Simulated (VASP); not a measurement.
# Ti in VASP: single point with PBEsol

Aim: the single point of Ti with PBEsol.

All numbers are computed with VASP 6.6.1; they aren't measurements. Logs are shortened: lines on timing, memory, paths and dates and some standing lists are left out, and cuts for length are marked.

## 1. The cell of the first run

The cell holds a slab with vacuum, 9 atoms: a = 2.799 Å, b = 4.515 Å, c = 25.428 Å, α = 90.00°, β = 90.00°, γ = 90.00°.

## 2. Single point, PBEsol

INCAR

```
PREC     = Accurate       # precision mode
ENCUT    = 520            # plane-wave cutoff, eV
EDIFF    = 1E-7           # SCF threshold, eV
ISMEAR   = 0              # smearing method
SIGMA    = 0.1            # smearing width, eV
LREAL    = F              # projectors in reciprocal space
LASPH    = T              # aspherical terms in the spheres
NELM     = 60             # most SCF steps
ALGO     = Normal         # electronic algorithm
ISIF     = 2              # what is computed and relaxed
LWAVE    = F              # write WAVECAR
LCHARG   = F              # write CHGCAR
LDIPOL   = T            
IDIPOL   = 3            
DIPOL    = 0.5 0.5 0.500
GGA      = PS             # functional
NBANDS   = 64             # bands
```

KPOINTS

```
Automatic mesh
0
Gamma
  12 8 1
```

POSCAR

```
Ti
1.0
    2.7987936488      0.0000000000      0.0000000000
    0.0000000000      4.5152900513      0.0000000000
    0.0000000000      0.0000000000     25.4276157062
Ti
9
Direct
    0.5000000000      0.0000000000      0.2949549060
    0.0000000000      0.5000000000      0.3462161795
    0.5000000000      0.0000000000      0.3974774530
    0.5000000000      0.5000000000      0.4487387265
    0.0000000000      0.0000000000      0.5000000000
    0.5000000000      0.5000000000      0.5512612735
    0.5000000000      0.0000000000      0.6025225470
    0.0000000000      0.5000000000      0.6537838205
    0.5000000000      0.0000000000      0.7050450940
```

Potentials or basis: VASP PAW PBE potentials, release 64 (Ti_sv).

Run with:

```bash
cat potpaw_PBE.64/Ti_sv/POTCAR > POTCAR
mpirun -np 1 vasp_std > vasp.out
```

OUTCAR:

```text
PREC = Accurate
   ENCUT = 520
   EDIFF = 1E-7
   ISMEAR = 0
   LREAL = F
   LASPH = T
   NELM = 60
   ISIF = 2
   GGA = PS

 ion  position               nearest neighbor table
   1  0.500  0.000  0.295-   3 2.61
   2  0.000  0.500  0.346-
   3  0.500  0.000  0.397-   1 2.61   4 2.61   4 2.61
   4  0.500  0.500  0.449-   6 2.61   3 2.61   3 2.61
   5  0.000  0.000  0.500-
   6  0.500  0.500  0.551-   4 2.61   7 2.61   7 2.61
   7  0.500  0.000  0.603-   9 2.61   6 2.61   6 2.61
   8  0.000  0.500  0.654-
   9  0.500  0.000  0.705-   7 2.61

  LATTYP: Found a simple orthorhombic cell.
 ALAT       =     2.7987936488
 B/A-ratio  =     1.6132986629
 C/A-ratio  =     9.0852055910

  Lattice vectors:

 A1 = (   2.7987936488,   0.0000000000,   0.0000000000)
 A2 = (   0.0000000000,   4.5152900513,   0.0000000000)
 A3 = (   0.0000000000,   0.0000000000,  25.4276157062)

Analysis of symmetry for initial positions (statically):
=====================================================================
 Subroutine PRICEL returns:
 Original cell was already a primitive cell.

 Routine SETGRP: Setting up the symmetry group for a
 simple orthorhombic supercell.

 Subroutine GETGRP returns: Found  8 space group operations
 (whereof  8 operations were pure point group operations)
 out of a pool of  8 trial point group operations.

The static configuration has the point symmetry D_2h.

Analysis of symmetry for dynamics (positions and initial velocities):
=====================================================================
 Subroutine PRICEL returns:
 Original cell was already a primitive cell.

 Routine SETGRP: Setting up the symmetry group for a
 simple orthorhombic supercell.

 Subroutine GETGRP returns: Found  8 space group operations
 (whereof  8 operations were pure point group operations)
 out of a pool of  8 trial point group operations.

The dynamic configuration has the point symmetry D_2h.

 Subroutine INISYM returns: Found  8 space group operations
 (whereof  8 operations are pure point group operations),
 and found     1 'primitive' translations

----------------------------------------------------------------------------------------

                                     Primitive cell

[... 115 lines left out ...]
   NELECT =     108.0000    total number of electrons
   NUPDOWN=      -1.0000    fix difference up-down
   EMIN   =  10.00;   EMAX   =-10.00  energy-range for DOS
   EFERMI =   0.00;   METHOD = LEGACY
   ISMEAR =     0;   SIGMA  =   0.10  broadening in eV -4-tet -1-fermi 0-gaus
   EFERMI_NEDOS =   21; number of points for ismear=-14 and -15
   IALGO  =     38    algorithm
   IMIX   =      4    mixing-type and parameters
     AMIX     =   0.40;   BMIX     =  1.00
     AMIX_MAG =   1.60;   BMIX_MAG =  1.00
  volume/ion in A,a.u.               =      35.70       240.94
  Fermi-wavevector in a.u.,A,eV,Ry     =   1.138226  2.150936 17.627158  1.295560
  Thomas-Fermi vector in A             =   2.274931
   LORBIT       =      0    0 simple, 1 ext, 2 COOP (PROOUT), +10 PAW based schemes
   GGA     = PS    functional components
   LHFCALC =     F    Hartree Fock is set to
   AEXX    =    0.0000 exact exchange contribution
   IVDW    =     0    specifies the selected vdW correction
   LEPSILON=     F    determine dielectric tensor
   LRPA    =     F    only Hartree local field effects (RPA)
 non-spin polarized calculation
 Gauss-broadening in eV      SIGMA  =   0.10
  energy-cutoff  :      520.00
  volume of cell :      321.34
 maximum number of plane-waves:      8710
 NGX is ok and might be reduce to    24
   NGX = 11   NGY = 17   NGZ = 95

 dipolmoment           0.000000      0.000000     -0.000000 electrons x Angstroem

 number of electron     107.9999983 magnetization

 dipolmoment           0.000000      0.000000      0.000000 electrons x Angstroem

 Free energy of the ion-electron system (eV)
  ---------------------------------------------------
  ext. energy  EPLUGINS =         0.00000000
  ---------------------------------------------------
  free energy    TOTEN  =       -71.32790968 eV

  energy without entropy =      -71.27199312  energy(sigma->0) =      -71.29995140

 E-fermi :   2.2308     XC(G=0):  -6.3889

 val. band max:        2.2246225677   @ k =   0.3333   0.2500   0.0000
 cond. band min:       2.2403951634   @ k =   0.2500   0.1250   0.0000
 fundamental gap:      0.0157725957
 Fermi energy:         2.2308124608

 k-point     1 :       0.0000    0.0000    0.0000
  band No.  band energies     occupation
      1     -54.4649      2.00000
      2     -54.4648      2.00000
      3     -54.3169      2.00000
      4     -54.2919      2.00000
      5     -54.2906      2.00000
      6     -54.0650      2.00000
[... 1597 lines left out ...]
     63       2.8521      0.00000
     64       3.0492      0.00000

 [... further k-points ...]

------------------------ aborting loop because EDIFF is reached ----------------------------------------

 vacuum level on the upper side and lower side of the slab       (xc-potential included)        -0.136        -0.136

  FORCE on cell =-STRESS in cart. coord.  units (eV):
  Direction    XX          YY          ZZ          XY          YZ          ZX
  --------------------------------------------------------------------------------------
  -------------------------------------------------------------------------------------
  Total       -3.7197804     -6.6617240     -2.0313944     -0.0000000      0.0000000      0.0000000
  in kB      -18.5466598    -33.2150603    -10.1284425     -0.0000000      0.0000000      0.0000000
  external PRESSURE =     -20.6300542 kB  Pullay stress =       0.0000000 kB

 VOLUME and BASIS-vectors are now :
 -----------------------------------------------------------------------------
  energy-cutoff  :      520.00
  volume of cell :      321.34
      direct lattice vectors                 reciprocal lattice vectors
     2.798793649  0.000000000  0.000000000     0.357296795  0.000000000  0.000000000
     0.000000000  4.515290051  0.000000000     0.000000000  0.221469715  0.000000000
     0.000000000  0.000000000 25.427615706     0.000000000  0.000000000  0.039327321

 POSITION                                       TOTAL-FORCE (eV/Angst)
 -----------------------------------------------------------------------------------
      1.39940      0.00000      7.50000         0.000000      0.000000      0.371063
      0.00000      2.25765      8.80345        -0.000000      0.000000     -0.038872
      1.39940      0.00000     10.10690         0.000000      0.000000     -0.332413
      1.39940      2.25765     11.41036         0.000000     -0.000000      0.057597
      0.00000      0.00000     12.71381         0.000000      0.000000      0.000000
      1.39940      2.25765     14.01726         0.000000     -0.000000     -0.057597
      1.39940      0.00000     15.32071         0.000000      0.000000      0.332413
      0.00000      2.25765     16.62416         0.000000      0.000000      0.038872
      1.39940      0.00000     17.92762         0.000000      0.000000     -0.371063
 -----------------------------------------------------------------------------------
    total drift:                                0.000000      0.000000      0.000000

  FREE ENERGIE OF THE ION-ELECTRON SYSTEM (eV)
  ---------------------------------------------------
  free  energy   TOTEN  =       -71.3279096782 eV

  energy  without entropy=      -71.2719931207  energy(sigma->0) =      -71.29995140

 vacuum level on the upper side and lower side of the slab         5.554         5.554
```

Run time: 22 min. Hardware: 1 thread of AMD EPYC 9R45 (Zen 5), shared host; peak memory 0.67 GiB.

What came out:

* Free energy: -71.3279 eV
* Largest force: 0.371 eV/Å
* Band gap on the k mesh: zero (bands 54 and 55 overlap by 0.27 eV)

Forces on the atoms (eV/Å):
```
Ti   0.000  0.000  0.371
Ti   0.000  0.000 -0.039
Ti   0.000  0.000 -0.332
Ti   0.000  0.000  0.058
Ti   0.000  0.000  0.000
Ti   0.000  0.000 -0.058
Ti   0.000  0.000  0.332
Ti   0.000  0.000  0.039
Ti   0.000  0.000 -0.371
```

Caveat: the PAW data sets were made with another functional, which shifts forces and pressure a little.
